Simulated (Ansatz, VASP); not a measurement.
One calculation of As, two programs

```
CELL_PARAMETERS angstrom
2.70550 0.00000 0.00000
0.00000 2.70550 0.00000
0.00000 0.00000 2.70550
ATOMIC_POSITIONS crystal
As 0.00000 0.00000 0.00000
```

Alike in both runs: functional r2SCAN; k mesh 16 × 16 × 16; occupations gaussian, width 0.1 eV; no spin polarisation.

Ansatz relaxed the structure, and its values are those at the end. VASP's run is a single point on that final structure, the one shown.

```csv
,VASP,Ansatz
version,VASP 6.6.1,Ansatz 0.2.0
potentials or method,"VASP PAW PBE potentials, release 64 (As), cutoff 520 eV","scalar-relativistic, plane waves, PAW"
valence electrons in the cell,5,15
```

|  | VASP | Ansatz | Ansatz less VASP |
| --- | --- | --- | --- |
| gap on the k mesh at the Fermi level (eV) | none | none | - |
| pressure (GPa) | -0.1 | -0.1 | +0.03 |

VASP's potentials were made for PBE, not for r2SCAN. A gap of «none» marks a metal or a gap that the smearing closes. VASP's potentials hold 5 valence electrons a cell and Ansatz's 15, so a difference there can come from the potentials and not from the codes.
